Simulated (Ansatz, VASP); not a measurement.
**One calculation of Ag, two programs**

INCAR

```
SYSTEM = Ag
PREC     = Accurate       ! precision mode
ENCUT    = 520            ! plane-wave cutoff, eV
EDIFF    = 1E-6           ! SCF threshold, eV
ISMEAR   = 0              ! smearing method
SIGMA    = 0.15           ! smearing width, eV
LREAL    = .FALSE.        ! projectors in reciprocal space
LASPH    = .TRUE.         ! aspherical terms in the spheres
NELM     = 60             ! most SCF steps
ALGO     = Fast           ! electronic algorithm
ISIF     = 2              ! what is computed and relaxed
LWAVE    = .FALSE.        ! write WAVECAR
LCHARG   = .TRUE.         ! write CHGCAR
GGA      = PS             ! functional
LELF     = .TRUE.         ! ELF
LVHAR    = .TRUE.       
NBANDS   = 12             ! bands
```

KPOINTS

```
Automatic mesh
0
G
  20 20 20
  0 0 0
```

File POSCAR:

```
Ag
1.0
   -1.6184017850      1.6556540000      1.6184017850
    1.6929062150     -1.6556540000      1.6929062150
    1.6184017850      1.6556540000     -1.6184017850
Ag
1
Direct
    0.0000000000      0.0000000000      0.0000000000
```

Input for Ansatz:

```yaml
crystal:
  lattice:
    - [-1.618401785, 1.655654, 1.618401785]
    - [1.692906215, -1.655654, 1.692906215]
    - [1.618401785, 1.655654, -1.618401785]
  atoms:
    - { symbol: Ag, position: [0.0, 0.0, 0.0] }
basis:
  ecutwfc: 420
kpoints:
  mp_grid: { grid: [20, 20, 20] }
hamiltonian:
  xc: pbesol
scf:
  occupations: { method: gaussian, width: 0.15 }
output:
  forces: true
  stress: true
  eigenvalues: true
```

Change from the starting cell: strain +0.0450 x Voigt [0, 0, 0, 0, 1, 0], atoms carried along.

Alike in both runs: task single point; functional PBEsol; k mesh 20 × 20 × 20; occupations gaussian, width 0.15 eV; no spin polarisation.

```csv
,VASP,Ansatz
version,VASP 6.6.1,Ansatz 0.2.0
potentials or method,"VASP PAW PBE potentials, release 64 (Ag), cutoff 520 eV","scalar-relativistic, plane waves, PAW"
valence electrons in the cell,11,19
```

|  | VASP | Ansatz | Ansatz less VASP |
| --- | --- | --- | --- |
| gap on the k mesh at the Fermi level (eV) | none | none | - |
| pressure (GPa) | -7.1 | -7.1 | +0.05 |
| traceless stress, the component that is largest in VASP (GPa) | -1.64 | -1.64 | -0.005 |

VASP's potentials were made for PBE, not for PBEsol. A gap of «none» marks a metal or a gap that the smearing closes. The functional is the same, so the differences come from potentials, cutoffs and numerics. VASP's potentials hold 11 valence electrons a cell and Ansatz's 19, so a difference there can come from the potentials and not from the codes.
